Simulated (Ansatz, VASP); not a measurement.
This is a calculation of Rb for VASP 6.6.1.

File INCAR:

```
SYSTEM = Rb
PREC = Accurate
ENCUT = 520
EDIFF = 1E-6
ISMEAR = 0
SIGMA = 0.02
LREAL = .False.
LASPH = .True.
NELM = 80
ALGO = Fast
ISIF = 2
LWAVE = .False.
LCHARG = .True.
GGA = PE
LELF = .True.
LVHAR = .True.
NBANDS = 10
```

KPOINTS

```
Automatic mesh
0
Gamma
  7 7 7
  0 0 0
```

POSCAR

```
Rb
1.0
   -2.8025000000      2.8025000000      2.8025000000
    2.8025000000     -2.8025000000      2.8025000000
    2.8025000000      2.8025000000     -2.8025000000
Rb
1
Direct
    0.0000000000      0.0000000000      0.0000000000
```

Potentials or basis: VASP PAW PBE potentials, release 64 (Rb_sv).

Command:

```bash
$ cat potpaw_PBE.64/Rb_sv/POTCAR > POTCAR
$ mpirun -np 1 vasp_std > vasp.out
```

Translate it to Ansatz 0.2.0. Potentials there: all-electron LAPW, scalar-relativistic.

As run (the cutoff follows the program's own potentials):

input.yaml

```yaml
crystal:
  lattice:
    - [-2.8025, 2.8025, 2.8025]
    - [2.8025, -2.8025, 2.8025]
    - [2.8025, 2.8025, -2.8025]
  atoms:
    - { symbol: Rb, position: [0.0, 0.0, 0.0] }
kpoints:
  mp_grid: { grid: [7, 7, 7] }
scf:
  occupations: { method: gaussian, width: 0.02 }
hamiltonian:
  xc: pbe
  pseudopotentials: { kind: all_electron, lapw: { basis_error: 0.001 } }
output:
  forces: true
  stress: true
  eigenvalues: true
```

Potentials or basis: all-electron LAPW, scalar-relativistic.

Run with:

```console
$ ansatz run input.yaml --threads 1 --pin off --max-ram 3072MiB --backend cpu --events-out ev --progress --plain --runs-dir out
```

Both were run:

|  | VASP | Ansatz | Ansatz less VASP |
| --- | --- | --- | --- |
| gap on the k mesh at the Fermi level (eV) | none | none | - |
| pressure (GPa) | 0.1 | 0.1 | 0.00 |

A gap of «none» marks a metal or a gap that the smearing closes. Ansatz ran all-electron here, and VASP with PAW potentials.
